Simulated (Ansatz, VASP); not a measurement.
## Zn6O in VASP and in Ansatz

```
CELL_PARAMETERS angstrom
2.94230 0.00000 0.00000
-1.47115 2.54810 0.00000
0.00000 0.00000 13.09991
ATOMIC_POSITIONS crystal
Zn 0.33333 0.66667 0.41895
Zn 0.66667 0.33333 0.58105
Zn 0.66667 0.33333 0.89804
Zn 0.33333 0.66667 0.10196
Zn 0.66667 0.33333 0.25939
Zn 0.33333 0.66667 0.74061
O 0.00000 0.00000 0.00000
```

Alike in both runs: functional PBE; k mesh 12 × 12 × 4; occupations gaussian, width 0.1 eV; no spin polarisation.

Ansatz relaxed the structure, and its values are those at the end. VASP's run is a single point on that final structure, the one shown.

```csv
,VASP,Ansatz
version,VASP 6.6.1,Ansatz 0.2.0
potentials or method,"VASP PAW PBE potentials, release 64 (Zn, O), cutoff 520 eV","scalar-relativistic, plane waves, PAW"
valence electrons in the cell,78,78
```

```tsv
	VASP	Ansatz	Ansatz less VASP
gap on the k mesh at the Fermi level (eV)	none	none	-
pressure (GPa)	0.4	0.0	-0.43
rms of the force components (eV/Å)	0.012	0.001	-0.0110
```

A gap of «none» marks a metal or a gap that the smearing closes.
